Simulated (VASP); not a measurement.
Crystal: SiC.

```
Si C
1.0
     3.09194    0.00000    0.00000
    -1.54597    2.67770    0.00000
     0.00000    0.00000    5.07429
Si C
2 2
Direct
  0.33333 0.66667 0.49958
  0.66667 0.33333 0.99958
  0.33333 0.66667 0.87542
  0.66667 0.33333 0.37542
```

- Program: VASP 6.6.1
- Task: relaxation of cell and atoms
- Functional: LDA
- Potentials or basis: VASP PAW LDA potentials, release 64 (Si, C)
- Cutoff: 600 eV
- k mesh: 12 × 12 × 4
- Occupations: fermi-dirac, width 0.02 eV
- Spin: no spin polarisation

At the start: pressure -7.2 GPa; volume 10.50 Å³/atom.

Where does the relaxation end?

Over 6 steps the energy falls by 8.1 meV/atom and the volume is 10.15 Å³/atom (-3.3 %); space group P6_3mc (No. 186, to 0.05 Å).

Step by step:
```
step  energy change (eV)  largest force (eV/Å)  pressure (GPa)  volume (Å³)
   1              0.0000                0.0044           -7.24        42.01
   2              0.0058                0.0227            8.80        39.19
   3             -0.0323                0.0076           -0.05        40.63
   4             -0.0323                0.0078            0.10        40.60
   5             -0.0323                0.0099           -0.09        40.64
   6             -0.0323                0.0007            0.01        40.62
```

Final structure:
```
Si C
1.0
     3.05736    0.00000    0.00000
    -1.52868    2.64775    0.00000
     0.00000    0.00000    5.01763
Si C
2 2
Direct
  0.33333 0.66667 0.49959
  0.66667 0.33333 0.99959
  0.33333 0.66667 0.87541
  0.66667 0.33333 0.37541
```
